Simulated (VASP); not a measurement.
# NbH (Cmme) in VASP: a series of runs

Runs on NbH. Level: LDA. Tasks: single point, relaxation of cell and atoms.

Program: VASP 6.6.1. These are calculated values, not measurements. Logs are shortened: lines on timing, memory, paths and dates and some standing lists are left out, and cuts for length are marked.

## Step 1: The cell of the first run

It takes space group Cmme (No. 67, orthorhombic). Conventional cell: a = 3.580 Å, b = 4.752 Å, c = 4.716 Å, α = 90.00°, β = 90.00°, γ = 90.00°. Nb (site symmetry mm2) has 4 H at 1.95 Å within 2.6 Å. Within 2.4 Å of H (site symmetry 222) lie 4 H at 1.79 to 2.38 Å and 4 Nb at 1.95 Å.

## Step 2: Single point, LDA

Input file INCAR:

```
ALGO = Normal
EDIFF = 1E-6
ENCUT = 520
ISIF = 2
ISMEAR = -1
LASPH = T
LCHARG = T
LELF = T
LREAL = F
LVHAR = T
LWAVE = F
NBANDS = 22
NELM = 60
PREC = Accurate
SIGMA = 0.02
```

Input file KPOINTS:

```
k-points
0
Gamma
  7 7 4
```

Input file POSCAR:

```
NbH
1.0
    1.7897606353     -2.3760485966      0.0000000000
    1.7897606353      2.3760485966      0.0000000000
    0.0000000000      0.0000000000      4.7157359185
Nb H
2 2
Direct
    0.7500000000      0.2500000000      0.2686120446
    0.2500000000      0.7500000000      0.7313879554
    0.2500000000      0.2500000000      0.0000000000
    0.7500000000      0.7500000000      0.0000000000
```

Potentials or basis: VASP PAW LDA potentials, release 64 (Nb_sv, H).

Started as:

```
> cat potpaw_LDA.64/Nb_sv/POTCAR potpaw_LDA.64/H/POTCAR > POTCAR
> mpirun -np 1 vasp_std > vasp.out
```

OUTCAR:

```text
EDIFF = 1E-6
   ENCUT = 520
   ISIF = 2
   ISMEAR = -1
   LASPH = T
   LREAL = F
   NELM = 60
   PREC = Accurate

 ion  position               nearest neighbor table
   1  0.750  0.250  0.269-   3 1.95   4 1.95   4 1.95   3 1.95   2 2.82   2 2.82
   2  0.250  0.750  0.731-   3 1.95   4 1.95   3 1.95   4 1.95   1 2.82   1 2.82
   3  0.250  0.250  0.000-   1 1.95   2 1.95   2 1.95   1 1.95
   4  0.750  0.750  0.000-   1 1.95   2 1.95   1 1.95   2 1.95

  LATTYP: Found a base centered orthorhombic cell.
 ALAT       =     3.5795212706
 B/A-ratio  =     1.3275789789
 C/A-ratio  =     1.3174208398

  Lattice vectors:

 A1 = (   1.7897606353,  -2.3760485966,   0.0000000000)
 A2 = (   1.7897606353,   2.3760485966,   0.0000000000)
 A3 = (   0.0000000000,   0.0000000000,   4.7157359185)

Analysis of symmetry for initial positions (statically):
=====================================================================
 Subroutine PRICEL returns:
 Original cell was already a primitive cell.

 Routine SETGRP: Setting up the symmetry group for a
 base centered orthorhombic supercell.

 Subroutine GETGRP returns: Found  8 space group operations
 (whereof  4 operations were pure point group operations)
 out of a pool of  8 trial point group operations.

The static configuration has the point symmetry C_2h.
 The point group associated with its full space group is D_2h.

Analysis of symmetry for dynamics (positions and initial velocities):
=====================================================================
 Subroutine PRICEL returns:
 Original cell was already a primitive cell.

 Routine SETGRP: Setting up the symmetry group for a
 base centered orthorhombic supercell.

 Subroutine GETGRP returns: Found  8 space group operations
 (whereof  4 operations were pure point group operations)
 out of a pool of  8 trial point group operations.

The dynamic configuration has the point symmetry C_2h.
 The point group associated with its full space group is D_2h.

 Subroutine INISYM returns: Found  8 space group operations
 (whereof  4 operations are pure point group operations),
 and found     1 'primitive' translations

----------------------------------------------------------------------------------------

                                     Primitive cell

  volume of cell :      40.1079

  direct lattice vectors                    reciprocal lattice vectors
[... 90 lines left out ...]
   NELM   =     60;   NELMIN=  2; NELMDL= -5     # of ELM steps
   EDIFF  = 0.1E-05   stopping-criterion for ELM
   LREAL  =      F    real-space projection
   EDIFFG = 0.1E-04   stopping-criterion for IOM
   NSW    =      0    number of steps for IOM
   IBRION =     -1    ionic relax: 0-MD 1-quasi-New 2-CG
   NFREE  =      0    steps in history (QN), initial steepest desc. (CG)
   ISIF   =      2    stress and relaxation
   ISYM   =      2    0-nonsym 1-usesym 2-fastsym
   POTIM  = 0.5000    time-step for ionic-motion
   TEBEG  =    0.0;   TEEND  =   0.0 temperature during run
   PSTRESS=    0.0 pullay stress
   NELECT =      28.0000    total number of electrons
   NUPDOWN=      -1.0000    fix difference up-down
   EMIN   =  10.00;   EMAX   =-10.00  energy-range for DOS
   EFERMI =   0.00;   METHOD = LEGACY
   ISMEAR =    -1;   SIGMA  =   0.02  broadening in eV -4-tet -1-fermi 0-gaus
   EFERMI_NEDOS =   21; number of points for ismear=-14 and -15
   IALGO  =     38    algorithm
   IMIX   =      4    mixing-type and parameters
     AMIX     =   0.40;   BMIX     =  1.00
     AMIX_MAG =   1.60;   BMIX_MAG =  1.00
  volume/ion in A,a.u.               =      10.03        67.67
  Fermi-wavevector in a.u.,A,eV,Ry     =   1.452282  2.744415 28.696357  2.109123
  Thomas-Fermi vector in A             =   2.569682
   LORBIT       =      0    0 simple, 1 ext, 2 COOP (PROOUT), +10 PAW based schemes
   GGA     = CA    functional components
   LHFCALC =     F    Hartree Fock is set to
   AEXX    =    0.0000 exact exchange contribution
   IVDW    =     0    specifies the selected vdW correction
   LEPSILON=     F    determine dielectric tensor
   LRPA    =     F    only Hartree local field effects (RPA)
 non-spin polarized calculation
  energy-cutoff  :      520.00
  volume of cell :       40.11
 maximum number of plane-waves:      1103
 NGX is ok and might be reduce to    24
   NGX = 11   NGY = 11   NGZ = 17

 number of electron      27.9999996 magnetization

 Free energy of the ion-electron system (eV)
  ---------------------------------------------------
  ext. energy  EPLUGINS =         0.00000000
  ---------------------------------------------------
  free energy    TOTEN  =       -30.41479678 eV

  energy without entropy =      -30.41350318  energy(sigma->0) =      -30.41414998

 E-fermi :  10.8531     XC(G=0): -12.6828

 val. band max:       10.8512664691   @ k =   0.2857   0.1429   0.0000
 cond. band min:      10.8940647913   @ k =  -0.1429   0.1429   0.0000
 fundamental gap:      0.0427983222
 Fermi energy:        10.8530644283

 k-point     1 :       0.0000    0.0000    0.0000
  band No.  band energies     occupation
      1     -43.8748      2.00000
      2     -43.6691      2.00000
      3     -20.6755      2.00000
      4     -19.9221      2.00000
      5     -19.5960      2.00000
      6     -19.5474      2.00000
[... 589 lines left out ...]
     21      17.8402      0.00000
     22      20.3437      0.00000

 [... further k-points ...]

------------------------ aborting loop because EDIFF is reached ----------------------------------------

  FORCE on cell =-STRESS in cart. coord.  units (eV):
  Direction    XX          YY          ZZ          XY          YZ          ZX
  --------------------------------------------------------------------------------------
  -------------------------------------------------------------------------------------
  Total       -0.0602603     -0.0476064     -0.0468665      0.0000000     -0.0000000      0.0000000
  in kB       -2.4071982     -1.9017169     -1.8721612      0.0000000     -0.0000000      0.0000000
  external PRESSURE =      -2.0603588 kB  Pullay stress =       0.0000000 kB

 VOLUME and BASIS-vectors are now :
 -----------------------------------------------------------------------------
  energy-cutoff  :      520.00
  volume of cell :       40.11
      direct lattice vectors                 reciprocal lattice vectors
     1.789760635 -2.376048597  0.000000000     0.279366967 -0.210433406  0.000000000
     1.789760635  2.376048597  0.000000000     0.279366967  0.210433406  0.000000000
     0.000000000  0.000000000  4.715735919     0.000000000  0.000000000  0.212055980

 POSITION                                       TOTAL-FORCE (eV/Angst)
 -----------------------------------------------------------------------------------
      1.78976     -1.18802      1.26670        -0.000000     -0.000000     -0.000473
      1.78976      1.18802      3.44903        -0.000000     -0.000000      0.000473
      0.89488      0.00000      0.00000         0.000000      0.000000      0.000000
      2.68464      0.00000      0.00000         0.000000     -0.000000      0.000000
 -----------------------------------------------------------------------------------
    total drift:                               -0.000000     -0.000000      0.000000

  FREE ENERGIE OF THE ION-ELECTRON SYSTEM (eV)
  ---------------------------------------------------
  free  energy   TOTEN  =       -30.4147967822 eV

  energy  without entropy=      -30.4135031818  energy(sigma->0) =      -30.41414998
```

It took 30 s on 1 thread of AMD EPYC 7R13 (Zen 3), shared host; peak memory 0.13 GiB.

Results:

```
Free energy            : -30.4148 eV
Pressure               : -0.2 GPa
Band gap on the k mesh : zero (bands 14 and 15 overlap by 2.64 eV)
```

## Step 3: Relaxation of cell and atoms, LDA

This run uses another cell than the first one, of 10.61 Å³/atom.

Input file INCAR:

```
SYSTEM = NbH
PREC = Accurate
ENCUT = 600
EDIFF = 1E-6
ISMEAR = -1
SIGMA = 0.02
LREAL = .False.
LASPH = .True.
NELM = 80
ALGO = Normal
ISIF = 3
LWAVE = .False.
LCHARG = .False.
IBRION = 2
NSW = 60
EDIFFG = -0.02
```

Input file KPOINTS:

```
Automatic mesh
0
Gamma
  7 7 4
  0 0 0
```

Input file POSCAR:

```
NbH
1.0
    1.8453665700     -2.3932005300      0.0000000000
    1.8453665700      2.3932005300      0.0000000000
    0.0000000000      0.0000000000      4.8042291500
Nb H
2 2
Direct
    0.7500000000      0.2500000000      0.2688388800
    0.2500000000      0.7500000000      0.7311611200
    0.2500000000      0.2500000000      0.0000000000
    0.7500000000      0.7500000000      0.0000000000
```

Potentials or basis: VASP PAW LDA potentials, release 64 (Nb_sv, H).

Started as:

```
> cat potpaw_LDA.64/Nb_sv/POTCAR potpaw_LDA.64/H/POTCAR > POTCAR
> mpirun -np 1 vasp_std > vasp.out
```

OUTCAR:

```text
SYSTEM = NbH
   PREC = Accurate
   ENCUT = 600
   EDIFF = 1E-6
   ISMEAR = -1
   LREAL = .False.
   LASPH = .True.
   NELM = 80
   ISIF = 3
   IBRION = 2
   NSW = 60
   EDIFFG = -0.02

 ion  position               nearest neighbor table
   1  0.750  0.250  0.269-   2 2.89   2 2.89
   2  0.250  0.750  0.731-   1 2.89   1 2.89
   3  0.250  0.250  0.000-
   4  0.750  0.750  0.000-

  LATTYP: Found a base centered orthorhombic cell.
 ALAT       =     3.6907331400
 B/A-ratio  =     1.2968699926
 C/A-ratio  =     1.3017004936

  Lattice vectors:

 A1 = (   1.8453665700,  -2.3932005300,   0.0000000000)
 A2 = (   1.8453665700,   2.3932005300,   0.0000000000)
 A3 = (   0.0000000000,   0.0000000000,   4.8042291500)

Analysis of symmetry for initial positions (statically):
=====================================================================
 Subroutine PRICEL returns:
 Original cell was already a primitive cell.

 Routine SETGRP: Setting up the symmetry group for a
 base centered orthorhombic supercell.

 Subroutine GETGRP returns: Found  8 space group operations
 (whereof  4 operations were pure point group operations)
 out of a pool of  8 trial point group operations.

The static configuration has the point symmetry C_2h.
 The point group associated with its full space group is D_2h.

Analysis of symmetry for dynamics (positions and initial velocities):
=====================================================================
 Subroutine PRICEL returns:
 Original cell was already a primitive cell.

 Routine SETGRP: Setting up the symmetry group for a
 base centered orthorhombic supercell.

 Subroutine GETGRP returns: Found  8 space group operations
 (whereof  4 operations were pure point group operations)
 out of a pool of  8 trial point group operations.

The dynamic configuration has the point symmetry C_2h.
 The point group associated with its full space group is D_2h.
[... 144 lines left out ...]

 Free energy of the ion-electron system (eV)
  ---------------------------------------------------
  ext. energy  EPLUGINS =         0.00000000
  ---------------------------------------------------
  free energy    TOTEN  =       -30.33938352 eV

  energy without entropy =      -30.33858481  energy(sigma->0) =      -30.33898417

------------------------ aborting loop because EDIFF is reached ----------------------------------------

  FORCE on cell =-STRESS in cart. coord.  units (eV):
  Direction    XX          YY          ZZ          XY          YZ          ZX
  --------------------------------------------------------------------------------------
  -------------------------------------------------------------------------------------
  Total       -2.7047824     -2.4943091     -2.7569815      0.0000000     -0.0000000      0.0000000
  in kB     -102.1239174    -94.1771203   -104.0947881      0.0000000     -0.0000000      0.0000000
  external PRESSURE =    -100.1319419 kB  Pullay stress =       0.0000000 kB
[... 95 lines left out ...]
  FREE ENERGIE OF THE ION-ELECTRON SYSTEM (eV)
  ---------------------------------------------------
  free  energy   TOTEN  =       -30.4131098861 eV

  energy  without entropy=      -30.4123335290  energy(sigma->0) =      -30.41272171

[... ionic steps 4 to 7 ...]

--------------------------------------- Ionic step        8  -------------------------------------------

 number of electron      27.9999997 magnetization

------------------------ aborting loop because EDIFF is reached ----------------------------------------
[... 71 lines left out ...]
--------------------------------------- Ionic step       10  -------------------------------------------

 number of electron      27.9999997 magnetization

 Free energy of the ion-electron system (eV)
  ---------------------------------------------------
  ext. energy  EPLUGINS =         0.00000000
  ---------------------------------------------------
  free energy    TOTEN  =       -30.41730720 eV

  energy without entropy =      -30.41600532  energy(sigma->0) =      -30.41665626

 E-fermi :  10.8634     XC(G=0): -12.6876

 val. band max:       10.8460015417   @ k =   0.4286   0.4286   0.2500
 cond. band min:      10.8676727445   @ k =   0.2857   0.1429   0.0000
 fundamental gap:      0.0216712027
 Fermi energy:        10.8633533932

 k-point     1 :       0.0000    0.0000    0.0000
  band No.  band energies     occupation
      1     -43.8614      2.00000
      2     -43.6565      2.00000
      3     -20.6635      2.00000
      4     -19.9042      2.00000
      5     -19.5783      2.00000
      6     -19.5363      2.00000
[... 481 lines left out ...]
      5     -20.0321      2.00000
      6     -19.8143      2.00000
[... 10 lines left out ...]
     17      13.5432      0.00000
     18      14.5567      0.00000

 [... further k-points ...]

------------------------ aborting loop because EDIFF is reached ----------------------------------------

  FORCE on cell =-STRESS in cart. coord.  units (eV):
  Direction    XX          YY          ZZ          XY          YZ          ZX
  --------------------------------------------------------------------------------------
  -------------------------------------------------------------------------------------
  Total        0.0275553      0.0654175     -0.0096761      0.0000000      0.0000000      0.0000000
  in kB        1.1017929      2.6157044     -0.3868957      0.0000000      0.0000000      0.0000000
  external PRESSURE =       1.1102005 kB  Pullay stress =       0.0000000 kB
[... 19 lines left out ...]
  FREE ENERGIE OF THE ION-ELECTRON SYSTEM (eV)
  ---------------------------------------------------
  free  energy   TOTEN  =       -30.4173071954 eV

  energy  without entropy=      -30.4160053205  energy(sigma->0) =      -30.41665626

 reached required accuracy - stopping structural energy minimisation
```

OSZICAR:

```text
N       E                     dE             d eps       ncg     rms          rms(c)
DAV:   1     0.362531479611E+03    0.36253E+03   -0.16924E+04  1728   0.179E+03
DAV:   2    -0.457207742611E+01   -0.36710E+03   -0.36167E+03  2210   0.724E+02
[... 81 lines left out ...]
DAV:   1    -0.304176958007E+02   -0.45240E-03   -0.23549E-02  2214   0.200E+00    0.147E-01
DAV:   2    -0.304173925875E+02    0.30321E-03   -0.19901E-03  2476   0.560E-01    0.592E-02
DAV:   3    -0.304173011754E+02    0.91412E-04   -0.34608E-04  3054   0.190E-01    0.225E-02
DAV:   4    -0.304173043158E+02   -0.31403E-05   -0.32067E-05  2650   0.416E-02    0.114E-02
DAV:   5    -0.304173063861E+02   -0.20703E-05   -0.69213E-06  2762   0.184E-02    0.655E-03
DAV:   6    -0.304173071954E+02   -0.80937E-06   -0.13606E-06  1176   0.151E-02
  10 F= -.30417307E+02 E0= -.30416656E+02  d E =-.639629E-04
```

Run time: 2.6 min. Hardware: 1 thread of AMD EPYC 7R13 (Zen 3), shared host; peak memory 0.15 GiB.

Results:

| Quantity | Value |
| --- | --- |
| Free energy | -30.4173 eV |
| Relaxed volume | 10.02 Å³/atom |
| Relaxed cell | a = 2.971 Å, b = 2.971 Å, c = 4.721 Å, α = 90.00°, β = 90.00°, γ = 105.95° |
| Space group after relaxing (to 0.1 Å) | Cmme (No. 67) |
| Energy gained by relaxing | 19.5 meV/atom |
| Ionic steps | 10 |
| Pressure after relaxing | 0.1 GPa |
| Largest force after relaxing | 0.008 eV/Å |
| Band gap on the k mesh | zero (bands 14 and 15 overlap by 2.65 eV) |

Forces in eV/Å, atoms in the order of the input:
```
Nb   0.000  0.000  0.008
Nb   0.000  0.000 -0.008
H    0.000  0.000  0.000
H    0.000  0.000  0.000
```

Stress tensor (GPa, compression positive):
```
 0.11  0.00  0.00
 0.00  0.26  0.00
 0.00  0.00 -0.04
```

Step by step:
```csv
step,energy change (eV),largest force (eV/Å),pressure (GPa),volume (Å³)
1,0.0000,0.0258,-10.01,42.43
2,-0.0247,0.0945,9.64,38.49
3,-0.0737,0.0390,-0.04,40.20
4,-0.0737,0.0394,0.17,40.15
5,-0.0765,0.0202,0.18,40.10
6,-0.0775,0.0851,0.22,40.05
7,-0.0778,0.0171,-0.19,40.12
8,-0.0779,0.0022,-0.14,40.11
9,-0.0779,0.0030,-0.12,40.11
10,-0.0779,0.0080,0.11,40.07
```

Final structure:
```yaml
crystal:
  lattice:
    - [1.78904, -2.37206, 0.00000]
    - [1.78904, 2.37206, 0.00000]
    - [0.00000, 0.00000, 4.72106]
  atoms:
    - { symbol: Nb, position: [0.75000, 0.25000, 0.26861] }
    - { symbol: Nb, position: [0.25000, 0.75000, 0.73139] }
    - { symbol: H, position: [0.25000, 0.25000, 0.00000] }
    - { symbol: H, position: [0.75000, 0.75000, 0.00000] }
```
